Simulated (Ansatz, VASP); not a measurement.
**RbZnBr3: VASP beside Ansatz**

Contents of POSCAR:

```
RbZnBr3
1.0
    5.2486225789      0.0000000000      0.0000000000
    0.0000000000      5.2486225789      0.0000000000
    0.0000000000      0.0000000000      5.2486225789
Rb Zn Br
1 1 3
Direct
    0.0000000000      0.0000000000      0.0000000000
    0.5000000000      0.5000000000      0.5000000000
    0.5000000000      0.5000000000      0.0000000000
    0.5000000000      0.0000000000      0.5000000000
    0.0000000000      0.5000000000      0.5000000000
```

INCAR.step1

```
  ALGO = Normal
  EDIFF = 1E-4
  ENCUT = 520
  GGA = PE
  ISMEAR = 0
  LASPH = T
  LCHARG = F
  LREAL = F
  LWAVE = T
  NBANDS = 29
  NELM = 80
  PREC = Accurate
  SIGMA = 0.01
```

INCAR.step2

```
  ALGO = Normal
  EDIFF = 1E-7
  ENCUT = 520
  ISIF = 2
  ISMEAR = 0
  ISTART = 1
  LASPH = T
  LCHARG = T
  LELF = T
  LMIXTAU = T
  LREAL = F
  LVHAR = T
  LWAVE = F
  METAGGA = R2SCAN
  NBANDS = 29
  NELM = 80
  PREC = Accurate
  SIGMA = 0.01
```

File KPOINTS:

```
k-points
0
Gamma
  6 6 6
```

Input for Ansatz:

```yaml
crystal:
  lattice:
    - [5.2486225789, 0.0, 0.0]
    - [0.0, 5.2486225789, 0.0]
    - [0.0, 0.0, 5.2486225789]
  atoms:
    - { symbol: Rb, position: [0.0, 0.0, 0.0] }
    - { symbol: Zn, position: [0.5, 0.5, 0.5] }
    - { symbol: Br, position: [0.5, 0.5, 0.0] }
    - { symbol: Br, position: [0.5, 0.0, 0.5] }
    - { symbol: Br, position: [0.0, 0.5, 0.5] }
kpoints:
  mp_grid: { grid: [6, 6, 6] }
  band_path:
    path: [[0.0, 0.0, 0.0], [0.0, 0.5, 0.0], [0.5, 0.5, 0.0], [0.5, 0.5, 0.5]]
    npoints: 1
hamiltonian:
  xc: r2scan
scf:
  occupations: { method: fixed }
  n_extra_bands: 5
output:
  forces: true
  stress: true
  eigenvalues: true
```

Alike in both runs: task single point; functional r2SCAN; k mesh 6 × 6 × 6; no spin polarisation.

|  | VASP | Ansatz |
| --- | --- | --- |
| version | VASP 6.6.1 | Ansatz 0.2.0 |
| potentials or method | VASP PAW PBE potentials, release 64 (Rb_sv, Zn, Br) | plane waves, PAW |
| plane-wave cutoff (eV) | 520 | 500 |
| occupations | gaussian, width 0.01 eV | fixed |
| valence electrons in the cell | 42 | 42 |

VASP gave:

```
gap on the k mesh at the Fermi level (eV) : 0.77
pressure (GPa)                            : 0.1
```

Which values does Ansatz return?

gap on the k mesh at the Fermi level (eV): 0.78; pressure (GPa): 0.0.

VASP's potentials were made for PBE, not for r2SCAN.
